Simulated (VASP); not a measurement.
Here is a VASP 6.6.1 calculation.

POSCAR

```
KBr
1.0
    0.0000000000      3.1995479129      3.3305686952
    3.1995479129      0.0000000000      3.3305686952
    3.1995479129      3.1995479129      0.0000000000
K Br
1 1
Direct
    0.0000000000      0.0000000000      0.0000000000
    0.5000000000      0.5000000000      0.5000000000
```

Contents of INCAR.step1:

```
SYSTEM = KBr
  PREC = Accurate
  ENCUT = 520
  ISMEAR = 0
  SIGMA = 0.01
  LREAL = .FALSE.
  LASPH = .TRUE.
  NELM = 80
  NBANDS = 15
  GGA = PE
  ALGO = Normal
  EDIFF = 1E-4
  LWAVE = .TRUE.
  LCHARG = .FALSE.
```

File INCAR.step2:

```
SYSTEM = KBr
  PREC = Accurate
  ENCUT = 520
  EDIFF = 1E-6
  ISMEAR = 0
  SIGMA = 0.01
  LREAL = .FALSE.
  LASPH = .TRUE.
  NELM = 80
  ALGO = Normal
  ISIF = 2
  LWAVE = .FALSE.
  LCHARG = .FALSE.
  METAGGA = R2SCAN
  LMIXTAU = .TRUE.
  NBANDS = 15
  ISTART = 1
```

KPOINTS

```
regular mesh
0
G
  6 6 6
  0 0 0
```

Potentials or basis: VASP PAW PBE potentials, release 64 (K_sv, Br).

Run with:

```sh
$ cat potpaw_PBE.64/K_sv/POTCAR potpaw_PBE.64/Br/POTCAR > POTCAR
$ cp INCAR.step1 INCAR
$ mpirun -np 1 vasp_std > vasp.out
$ cp INCAR.step2 INCAR
$ mpirun -np 1 vasp_std > vasp.out
```

Task: Predict the band gap on the k mesh.

Result: 5.22 eV.

Task: What does it give for the pressure?

Result: 1.1 GPa.

Stress tensor (GPa, compression positive):
```
 1.71  0.00  0.00
 0.00  1.71  0.00
 0.00  0.00 -0.01
```

Caveat: the cell differs from its parent crystal (epitaxial xy strain -3.1%); the PAW data sets were made with another functional, which shifts forces and pressure a little.
